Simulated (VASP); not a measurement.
Tc: relaxation of cell and atoms with LDA

Tc:

```
Tc
1.0
     2.75772    0.00000    0.00000
     1.37886    2.38825    0.00000
     1.37886    0.79608    2.25167
Tc
1
Cartesian
  0.0000 0.0000 0.0000
```

- Program: VASP 6.6.1
- Task: relaxation of cell and atoms
- Functional: LDA
- Potentials or basis: VASP PAW LDA potentials, release 64 (Tc_pv)
- Cutoff: 600 eV
- k mesh: 10 × 10 × 10
- Occupations: methfessel-paxton, width 0.05 eV
- Spin: no spin polarisation
- Target pressure: 15 GPa
- Dipole correction: no
- Further INCAR settings: ALGO = Normal; EDIFF = 1e-07; IBRION = 2; EDIFFG = -0.03; NSW = 80; ISIF = 3

```yaml
Relaxed_volume: 13.32 Å³/atom
Relaxed_cell: a = 2.661 Å, b = 2.661 Å, c = 2.661 Å, α = 60.00°, β = 60.00°, γ = 60.00°
Space_group_after_relaxing_to_0.05_Å: Fm-3m (No. 225)
Energy_change_on_relaxing_the_enthalpy_is_what_falls: -37.9 meV/atom
Ionic_steps: 5
Pressure_after_relaxing: 15.0 GPa
```

Step by step:
| step | energy change (eV) | largest force (eV/Å) | pressure (GPa) | volume (Å³) |
| --- | --- | --- | --- | --- |
| 1 | 0.0000 | 0.0000 | -19.53 | 14.83 |
| 2 | 3.7560 | 0.0000 | 368.17 | 8.97 |
| 3 | -0.0539 | 0.0000 | 8.64 | 13.53 |
| 4 | -0.0448 | 0.0000 | 12.59 | 13.40 |
| 5 | -0.0379 | 0.0000 | 15.01 | 13.32 |

Final structure:
```
Tc
1.0
     2.66054    0.00000    0.00000
     1.33027    2.30409    0.00000
     1.33027    0.76803    2.17232
Tc
1
Direct
  0.00000 0.00000 0.00000
```

Levels at points of the mesh, in eV from the Fermi level:
| k point | band 4 | band 5 | band 6 | band 7 | band 8 | band 9 | band 10 |
| --- | --- | --- | --- | --- | --- | --- | --- |
| (0.00, 0.00, 0.00) | -7.78 | -1.98 | -1.98 | -1.98 | 0.95 | 0.95 | 14.01 |
| (0.50, 0.00, 0.00) | -6.02 | -2.20 | -2.20 | 1.54 | 3.27 | 3.27 | 11.97 |
| (0.50, 0.50, 0.00) | -6.56 | -5.90 | 3.20 | 3.94 | 3.94 | 4.35 | 13.65 |

Run time: 10 s on 1 thread of Intel(R) Xeon(R) 6975P-C (Granite Rapids) (shared host), peak memory 0.14 GiB.

Caveat: the cell is relaxed towards a set pressure, so the enthalpy falls and the energy may rise. LDA usually gives volumes a few per cent too small.
